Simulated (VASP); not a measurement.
Runs of VASP 6.6.1 on SnO2. The structure is that of space group P4_2/mnm (No. 136), or close to it. The cells are those of the table. 

| cell | k mesh | cutoff (eV) | smearing | gap on the mesh (eV) | pressure (GPa) | largest force (eV/Å) |
| --- | --- | --- | --- | --- | --- | --- |
| a = 4.788, b = 4.867, c = 3.241 Å, 6 atoms | 6 × 6 × 8 | 600 | gaussian 0.02 eV | 0.71 | -10.6 | 0.15 |
| a = 4.723, b = 4.731, c = 3.191 Å, 6 atoms | 4 × 4 × 6 | 520 | gaussian 0.1 eV | 1.17 | (a) | 0.02 |
| a = 4.698, b = 4.701, c = 3.254 Å, 6 atoms | 6 × 6 × 8 | 520 | gaussian 0.02 eV | 1.01 | -1.9 | 0.10 |
| a = 4.757, b = 4.757, c = 3.126 Å, 6 atoms | 6 × 6 × 8 | 520 | gaussian 0.02 eV | (b) | (c) | 0.03 |
| a = 4.721, b = 4.724, c = 3.190 Å, 6 atoms | 6 × 6 × 8 | 520 | gaussian 0.02 eV | 1.20 | 1.1 | 0.02 |
| a = 4.624, b = 4.624, c = 3.381 Å, 6 atoms | 6 × 6 × 8 | 520 | gaussian 0.02 eV | 0.82 | -4.4 | 0.01 |
| a = 4.742, b = 4.743, c = 3.195 Å, 6 atoms | 6 × 6 × 8 | 520 | gaussian 0.02 eV | 1.09 | -1.0 | 0.02 |

Alike in all rows: task single point; level LDA; potentials or basis VASP PAW LDA potentials, release 64 (Sn_d, O); no spin polarisation.

Question: Fill in the values left out.

Answer: (a) 0.6; (b) 1.33; (c) 3.4.

Caveats: spin-orbit coupling is left out, which moves the levels of the heavy elements.

A k mesh can miss the band edges, and the runs leave out spin-orbit coupling on Sn.
